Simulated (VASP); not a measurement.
Write the native input for VASP 6.6.1 that does the following.

| Item | Value |
| --- | --- |
| Task | single point |
| Functional | LDA |
| Potentials or basis | VASP PAW LDA potentials, release 64 (Sc_sv, Ir) |
| Cutoff | 520 eV |
| k mesh | 6 × 6 × 6 |
| Occupations | gaussian, width 0.1 eV |
| Spin | no spin polarisation |
| Dipole correction | no |
| Further INCAR settings | ALGO = Normal; EDIFF = 1e-07; NBANDS = 38 |

The structure of ScIr2 lies in POSCAR:

```
ScIr2
1.0
    0.0000000000      3.7694709769      3.7694709769
    3.7694709769      0.0000000000      3.7694709769
    3.7694709769      3.7694709769      0.0000000000
Sc Ir
2 4
Direct
    0.0000000000      0.0000000000      0.0000000000
    0.2500000000      0.2500000000      0.2500000000
    0.6250000000      0.6250000000      0.6250000000
    0.1250000000      0.6250000000      0.6250000000
    0.6250000000      0.6250000000      0.1250000000
    0.6250000000      0.1250000000      0.6250000000
```

The input as run:

INCAR

```
SYSTEM = ScIr2
ALGO = Normal
EDIFF = 1E-7
ENCUT = 520
GGA = CA
ISIF = 2
ISMEAR = 0
LASPH = .TRUE.
LCHARG = .FALSE.
LREAL = .FALSE.
LWAVE = .FALSE.
NBANDS = 38
NELM = 80
PREC = Accurate
SIGMA = 0.1
```

KPOINTS

```
k-points
0
G
  6 6 6
  0 0 0
```

Potentials or basis: VASP PAW LDA potentials, release 64 (Sc_sv, Ir).

The run is started by

```bash
$ cat potpaw_LDA.64/Sc_sv/POTCAR potpaw_LDA.64/Ir/POTCAR > POTCAR
$ mpirun -np 1 vasp_std > vasp.out
```

Results of the run:

| Item | Value |
| --- | --- |
| Pressure | -20.0 GPa |
| Band gap on the k mesh | zero (bands 29 and 30 overlap by 0.56 eV) |

Caveat: the cell stands under tension; spin-orbit coupling is left out, which moves the levels of the heavy elements.

It took 2 min on 1 thread of AMD EPYC 7R13, with other jobs on the host, peak memory 0.19 GiB.
